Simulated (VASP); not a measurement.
Wanted: the native input for a VASP 6.6.1 run.

| Item | Value |
| --- | --- |
| Task | relaxation of cell and atoms |
| Functional | PBEsol |
| Potentials or basis | VASP PAW PBE potentials, release 64 (Cu, Cl) |
| Cutoff | 600 eV |
| k mesh | 12 × 12 × 12 |
| Occupations | gaussian, width 0.02 eV |
| Spin | no spin polarisation |
| Dipole correction | no |
| Further INCAR settings | ALGO = Normal; EDIFF = 1e-06; IBRION = 2; EDIFFG = -0.005; NSW = 100; ISIF = 3 |

The structure of CuCl lies in POSCAR:

```
CuCl
1.0
    0.0000000000      2.7101000000      2.7101000000
    2.7101000000      0.0000000000      2.7101000000
    2.7101000000      2.7101000000      0.0000000000
Cu Cl
1 1
Direct
    0.0000000000      0.0000000000      0.0000000000
    0.7500000000      0.7500000000      0.7500000000
```

The input as run:

INCAR

```
SYSTEM = CuCl
PREC     = Accurate       ! precision mode
ENCUT    = 600            ! plane-wave cutoff, eV
EDIFF    = 1E-6           ! SCF threshold, eV
ISMEAR   = 0              ! smearing method
SIGMA    = 0.02           ! smearing width, eV
LREAL    = .False.        ! projectors in reciprocal space
LASPH    = .True.         ! aspherical terms in the spheres
NELM     = 80             ! most SCF steps
ALGO     = Normal         ! electronic algorithm
ISIF     = 3              ! what is computed and relaxed
LWAVE    = .False.        ! write WAVECAR
LCHARG   = .False.        ! write CHGCAR
GGA      = PS             ! functional
IBRION   = 2              ! ionic algorithm
NSW      = 100            ! ionic steps
EDIFFG   = -0.005         ! ionic threshold
```

KPOINTS

```
Automatic mesh
0
Gamma
  12 12 12
  0 0 0
```

Potentials or basis: VASP PAW PBE potentials, release 64 (Cu, Cl).

Launch:

```console
$ cat potpaw_PBE.64/Cu/POTCAR potpaw_PBE.64/Cl/POTCAR > POTCAR
$ mpirun -np 1 vasp_std > vasp.out
```

Results of the run:

```
Relaxed volume                         : 18.60 Å³/atom
Relaxed cell                           : a = 3.747 Å, b = 3.747 Å, c = 3.747 Å, α = 60.00°, β = 60.00°, γ = 60.00°
Space group after relaxing (to 0.05 Å) : F-43m (No. 216)
Energy gained by relaxing              : 15.7 meV/atom
Ionic steps                            : 3
Pressure after relaxing                : 0.0 GPa
Band gap on the k mesh                 : 0.55 eV, direct
```

Caveat: the PAW data sets were made with another functional, which shifts forces and pressure a little.

It took 3 min on 1 thread of AMD EPYC 7R43 64-Core Processor (Zen 3) (shared host), peak memory 0.17 GiB.
